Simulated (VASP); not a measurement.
# Ir (I4/mmm) in VASP: a series of runs

Ir is run at these levels: PBE; tasks: single point.

Program: VASP 6.6.1. These are calculated values, not measurements. Logs are shortened: lines on timing, memory, paths and dates and some standing lists are left out, and cuts for length are marked.

### 1 The cell of the first run

The structure is tetragonal, space group I4/mmm (No. 139). The conventional cell has a = 2.710 Å, b = 2.710 Å, c = 3.894 Å, α = 90.00°, β = 90.00°, γ = 90.00°. Within 3.6 Å of Ir (site symmetry 4/mmm) lie 12 Ir at 2.71 to 2.73 Å.

### 2 Single point, PBE (biaxial strain in the a-b plane: -1.0 %)

Input file INCAR:

```
PREC = Accurate ; ENCUT = 520
EDIFF = 1E-6 ; ISMEAR = 0
SIGMA = 0.1 ; LREAL = F
LASPH = T ; NELM = 100
ALGO = Fast ; ISIF = 2
LWAVE = F ; LCHARG = T
GGA = PE ; LELF = T
LVHAR = T ; NBANDS = 16
```

Input file KPOINTS:

```
Automatic mesh
0
Gamma
  18 18 14
```

Input file POSCAR:

```
Ir
1.0
    1.9159730469      1.9159730469      0.0000000000
   -1.9159730469      1.9159730469      0.0000000000
    0.0000000000      0.0000000000      3.8938765357
Ir
2
Direct
    0.0000000000      0.0000000000      0.0000000000
    0.5000000000      0.5000000000      0.5000000000
```

Potentials or basis: VASP PAW PBE potentials, release 64 (Ir).

On the command line:

```
> cat potpaw_PBE.64/Ir/POTCAR > POTCAR
> mpirun -np 1 vasp_std > vasp.out
```

OUTCAR:

```text
PREC = Accurate
   ENCUT = 520
   EDIFF = 1E-6
   ISMEAR = 0
   LREAL = F
   LASPH = T
   NELM = 100
   ISIF = 2
   GGA = PE

 ion  position               nearest neighbor table
   1  0.000  0.000  0.000-   2 2.73   2 2.73   2 2.73   2 2.73   2 2.73   2 2.73   2 2.73   2 2.73

   2  0.500  0.500  0.500-   1 2.73   1 2.73   1 2.73   1 2.73   1 2.73   1 2.73   1 2.73   1 2.73

  LATTYP: Found a simple tetragonal cell.
 ALAT       =     2.7095950681
 C/A-ratio  =     1.4370695391

  Lattice vectors:

 A1 = (   1.9159730469,   1.9159730469,   0.0000000000)
 A2 = (  -1.9159730469,   1.9159730469,   0.0000000000)
 A3 = (   0.0000000000,   0.0000000000,   3.8938765357)

Analysis of symmetry for initial positions (statically):
=====================================================================
 Subroutine PRICEL returns following result:

  LATTYP: Found a body centered tetragonal cell.
 ALAT       =     2.7095950681
 C/A-ratio  =     1.4370695391

  Lattice vectors:

 A1 = (   1.9159730469,   0.0000000000,  -1.9469382679)
 A2 = (  -1.9159730469,   0.0000000000,  -1.9469382678)
 A3 = (   0.0000000000,   1.9159730469,   1.9469382678)

   2 primitive cells build up your supercell.

 Routine SETGRP: Setting up the symmetry group for a
 simple tetragonal supercell.

 Subroutine GETGRP returns: Found 16 space group operations
 (whereof 16 operations were pure point group operations)
 out of a pool of 16 trial point group operations.

The static configuration has the point symmetry D_4h.

Analysis of symmetry for dynamics (positions and initial velocities):
=====================================================================
 Subroutine PRICEL returns following result:

  LATTYP: Found a body centered tetragonal cell.
 ALAT       =     2.7095950681
 C/A-ratio  =     1.4370695391

  Lattice vectors:

 A1 = (   1.9159730469,   0.0000000000,  -1.9469382679)
 A2 = (  -1.9159730469,   0.0000000000,  -1.9469382678)
 A3 = (   0.0000000000,   1.9159730469,   1.9469382678)

   2 primitive cells build up your supercell.

 Routine SETGRP: Setting up the symmetry group for a
 simple tetragonal supercell.

 Subroutine GETGRP returns: Found 16 space group operations
 (whereof 16 operations were pure point group operations)
 out of a pool of 16 trial point group operations.

The dynamic configuration has the point symmetry D_4h.

 Subroutine INISYM returns: Found 16 space group operations
 (whereof 16 operations are pure point group operations),
 and found     2 'primitive' translations

----------------------------------------------------------------------------------------

                                     Primitive cell

  volume of cell :      14.2942

  direct lattice vectors                    reciprocal lattice vectors
     1.915973047  0.000000000 -1.946938268     0.260964005  0.260964005 -0.256813484
    -1.915973047  0.000000000 -1.946938268    -0.260964005  0.260964005 -0.256813484
     0.000000000  1.915973047  1.946938268     0.000000000  0.521928010  0.000000000

  length of vectors
     2.731578543  2.731578543  2.731578543     0.449619383  0.449619383  0.521928010

  position of ions in fractional coordinates (direct lattice)
     0.000000000  0.000000000  0.000000000

  ion indices of the primitive-cell ions
   primitive index   ion index
                 1           1

----------------------------------------------------------------------------------------

 KPOINTS: Automatic mesh

Automatic generation of k-mesh.
 Grid dimensions read from file:
 generate k-points for:   18   18   14

 Generating k-lattice:

  Cartesian coordinates                     Fractional coordinates (reciprocal lattice)
     0.014498000  0.014498000  0.000000000     0.055555556  0.000000000  0.000000000
    -0.014498000  0.014498000  0.000000000     0.000000000  0.055555556  0.000000000
     0.000000000  0.000000000  0.018343820     0.000000000  0.000000000  0.071428571

  Length of vectors
     0.020503269  0.020503269  0.018343820

  Shift w.r.t. Gamma in fractional coordinates (k-lattice)
     0.000000000  0.000000000  0.000000000

 Subroutine IBZKPT returns following result:
 ===========================================

 Found    440 irreducible k-points:

 Following reciprocal coordinates:
            Coordinates               Weight
  0.000000  0.000000  0.000000      1.000000
  0.055556  0.000000  0.000000      4.000000
  0.111111  0.000000  0.000000      4.000000
  0.166667  0.000000  0.000000      4.000000
  0.222222  0.000000  0.000000      4.000000
  0.277778  0.000000  0.000000      4.000000
[... 16 lines left out ...]
  0.277778  0.111111  0.000000      8.000000
  0.333333  0.111111  0.000000      8.000000
 [... further k-points ...]
   k-points           NKPTS =    440   k-points in BZ     NKDIM =    440   number of bands    NBANDS=     16
   number of dos      NEDOS =    301   number of ions     NIONS =      2
   total plane-waves  NPLWV =  12000
   dimension x,y,z NGX =    20 NGY =   20 NGZ =   30
   dimension x,y,z NGXF=    40 NGYF=   40 NGZF=   60
   ions per type =               2
   NGX,Y,Z   is equivalent  to a cutoff of  12.27, 12.27, 12.81 a.u.
   NGXF,Y,Z  is equivalent  to a cutoff of  24.54, 24.54, 25.62 a.u.
 SYSTEM =  unknown system
   PREC   = accura    normal or accurate (medium, high low for compatibility)
   ISTART =      0    job   : 0-new  1-cont  2-samecut
   ICHARG =      2    charge: 1-file 2-atom 10-const
   ISPIN  =      1    spin polarized calculation?
   LNONCOLLINEAR =      F non collinear calculations
   LSORBIT =      F    spin-orbit coupling
   LASPH  =      T    aspherical Exc in radial PAW
   ENCUT  =  520.0 eV  38.22 Ry    6.18 a.u.   5.04  5.04  7.24*2*pi/ulx,y,z
   NELM   =    100;   NELMIN=  2; NELMDL= -5     # of ELM steps
   EDIFF  = 0.1E-05   stopping-criterion for ELM
   LREAL  =      F    real-space projection
   EDIFFG = 0.1E-04   stopping-criterion for IOM
   NSW    =      0    number of steps for IOM
   IBRION =     -1    ionic relax: 0-MD 1-quasi-New 2-CG
   NFREE  =      0    steps in history (QN), initial steepest desc. (CG)
   ISIF   =      2    stress and relaxation
   ISYM   =      2    0-nonsym 1-usesym 2-fastsym
   POTIM  = 0.5000    time-step for ionic-motion
   TEBEG  =    0.0;   TEEND  =   0.0 temperature during run
   PSTRESS=    0.0 pullay stress
   NELECT =      18.0000    total number of electrons
   NUPDOWN=      -1.0000    fix difference up-down
   EMIN   =  10.00;   EMAX   =-10.00  energy-range for DOS
   EFERMI =   0.00;   METHOD = LEGACY
   ISMEAR =     0;   SIGMA  =   0.10  broadening in eV -4-tet -1-fermi 0-gaus
   EFERMI_NEDOS =   21; number of points for ismear=-14 and -15
   IALGO  =     68    algorithm
   IMIX   =      4    mixing-type and parameters
     AMIX     =   0.40;   BMIX     =  1.00
     AMIX_MAG =   1.60;   BMIX_MAG =  1.00
  volume/ion in A,a.u.               =      14.29        96.46
  Fermi-wavevector in a.u.,A,eV,Ry     =   1.403143  2.651556 26.787300  1.968811
  Thomas-Fermi vector in A             =   2.525835
   LORBIT       =      0    0 simple, 1 ext, 2 COOP (PROOUT), +10 PAW based schemes
   GGA     = PE    functional components
   LHFCALC =     F    Hartree Fock is set to
   AEXX    =    0.0000 exact exchange contribution
   IVDW    =     0    specifies the selected vdW correction
   LEPSILON=     F    determine dielectric tensor
   LRPA    =     F    only Hartree local field effects (RPA)
 non-spin polarized calculation
 RMM-DIIS sequential band-by-band and
 Gauss-broadening in eV      SIGMA  =   0.10
  energy-cutoff  :      520.00
  volume of cell :       28.59
 maximum number of plane-waves:       792
   NGX = 11   NGY = 11   NGZ = 15

 number of electron      17.9999997 magnetization

 Free energy of the ion-electron system (eV)
  ---------------------------------------------------
  ext. energy  EPLUGINS =         0.00000000
  ---------------------------------------------------
  free energy    TOTEN  =       -17.69243486 eV

  energy without entropy =      -17.68352584  energy(sigma->0) =      -17.68798035

 E-fermi :  10.2299     XC(G=0): -13.9267

 val. band max:       10.2213231838   @ k =   0.2222   0.0000   0.4286
 cond. band min:      10.2315540782   @ k =   0.2222   0.1667   0.2857
 fundamental gap:      0.0102308944
 Fermi energy:        10.2299138231

 k-point     1 :       0.0000    0.0000    0.0000
  band No.  band energies     occupation
      1      -0.7808      2.00000
      2       2.4184      2.00000
      3       3.0081      2.00000
      4       6.2628      2.00000
      5       6.4750      2.00000
      6       6.4750      2.00000
[... 8 lines left out ...]
     15      22.0848      0.00000
     16      24.5773      0.00000

 k-point     2 :       0.0556    0.0000    0.0000
  band No.  band energies     occupation
      1      -0.6888      2.00000
      2       2.4893      2.00000
      3       3.0721      2.00000
      4       6.3150      2.00000
      5       6.4165      2.00000
      6       6.5103      2.00000
[... 8 lines left out ...]
     15      22.3128      0.00000
     16      24.7367      0.00000

 k-point     3 :       0.1111    0.0000    0.0000
  band No.  band energies     occupation
      1      -0.4182      2.00000
      2       2.6790      2.00000
      3       3.2754      2.00000
      4       6.2536      2.00000
      5       6.4578      2.00000
      6       6.6155      2.00000
[... 8 lines left out ...]
     15      22.9610      0.00000
     16      25.1924      0.00000

 k-point     4 :       0.1667    0.0000    0.0000
  band No.  band energies     occupation
      1       0.0151      2.00000
      2       2.9356      2.00000
      3       3.6331      2.00000
      4       6.0193      2.00000
      5       6.6444      2.00000
      6       6.7885      2.00000
[... 8 lines left out ...]
     15      23.9467      0.00000
     16      25.8787      0.00000

 k-point     5 :       0.2222    0.0000    0.0000
  band No.  band energies     occupation
      1       0.5855      2.00000
      2       3.2258      2.00000
      3       4.1123      2.00000
      4       5.7563      2.00000
      5       6.7877      2.00000
      6       7.0257      2.00000
[... 8 lines left out ...]
     15      25.1817      0.00000
     16      26.5483      0.00000

 k-point     6 :       0.2778    0.0000    0.0000
  band No.  band energies     occupation
      1       1.2591      2.00000
      2       3.5408      2.00000
      3       4.6209      2.00000
      4       5.5072      2.00000
      5       6.7982      2.00000
      6       6.9294      2.00000
[... 8 lines left out ...]
     15      25.6033      0.00000
     16      26.5934      0.00000
[... 267 lines left out ...]
 k-point    21 :       0.1667    0.1111    0.0000
  band No.  band energies     occupation
      1       0.3602      2.00000
      2       3.2451      2.00000
      3       3.8317      2.00000
      4       5.6812      2.00000
      5       6.9080      2.00000
      6       7.0798      2.00000
[... 8 lines left out ...]
     15      23.3651      0.00000
     16      26.4887      0.00000

 k-point    22 :       0.2222    0.1111    0.0000
  band No.  band energies     occupation
      1       0.9118      2.00000
      2       3.5436      2.00000
      3       4.2722      2.00000
      4       5.4071      2.00000
      5       7.0351      2.00000
      6       7.0450      2.00000
[... 8 lines left out ...]
     15      24.1164      0.00000
     16      27.1195      0.00000

 k-point    23 :       0.2778    0.1111    0.0000
  band No.  band energies     occupation
      1       1.5558      2.00000
      2       3.8653      2.00000
      3       4.7047      2.00000
      4       5.1537      2.00000
      5       6.3969      2.00000
      6       6.8973      2.00000
[... 8 lines left out ...]
     15      25.0811      0.00000
     16      26.1324      0.00000

 k-point    24 :       0.3333    0.1111    0.0000
  band No.  band energies     occupation
      1       2.2498      2.00000
      2       4.2152      2.00000
      3       4.9523      2.00000
      4       4.9684      2.00000
      5       5.8464      2.00000
      6       6.5854      2.00000
[... 8 lines left out ...]
     15      25.1242      0.00000
     16      26.0495      0.00000

 [... further k-points ...]

------------------------ aborting loop because EDIFF is reached ----------------------------------------

  FORCE on cell =-STRESS in cart. coord.  units (eV):
  Direction    XX          YY          ZZ          XY          YZ          ZX
  --------------------------------------------------------------------------------------
  -------------------------------------------------------------------------------------
  Total        1.3710432      1.3710432      0.3081019      0.0000000      0.0000000      0.0000000
  in kB       76.8370629     76.8370629     17.2668843      0.0000000      0.0000000      0.0000000
  external PRESSURE =      56.9803367 kB  Pullay stress =       0.0000000 kB

 VOLUME and BASIS-vectors are now :
 -----------------------------------------------------------------------------
  energy-cutoff  :      520.00
  volume of cell :       28.59
      direct lattice vectors                 reciprocal lattice vectors
     1.915973047  1.915973047  0.000000000     0.260964005  0.260964005  0.000000000
    -1.915973047  1.915973047  0.000000000    -0.260964005  0.260964005  0.000000000
     0.000000000  0.000000000  3.893876536     0.000000000  0.000000000  0.256813484

 POSITION                                       TOTAL-FORCE (eV/Angst)
 -----------------------------------------------------------------------------------
      0.00000      0.00000      0.00000        -0.000000      0.000000      0.000000
      0.00000      1.91597      1.94694         0.000000     -0.000000      0.000000
 -----------------------------------------------------------------------------------
    total drift:                               -0.000000      0.000000      0.000000

  FREE ENERGIE OF THE ION-ELECTRON SYSTEM (eV)
  ---------------------------------------------------
  free  energy   TOTEN  =       -17.6924348612 eV

  energy  without entropy=      -17.6835258373  energy(sigma->0) =      -17.68798035
```

Wall time 75 s (1 thread of Intel Xeon 6975P-C (Granite Rapids), shared host); peak memory 0.27 GiB.

What came out:

| Item | Value |
| --- | --- |
| Free energy | -17.6924 eV |
| Pressure | 5.7 GPa |
| Band gap on the k mesh | zero (bands 9 and 10 overlap by 3.35 eV) |

Stress tensor (GPa, compression positive):
```
7.68 0.00 0.00
0.00 7.68 0.00
0.00 0.00 1.73
```

Caveat: the cell differs from its parent crystal (biaxial strain in the a-b plane: -1.0 %); the cell stands under pressure; spin-orbit coupling is left out, which moves the levels of the heavy elements.

(Part 1 of 3 ends here.)
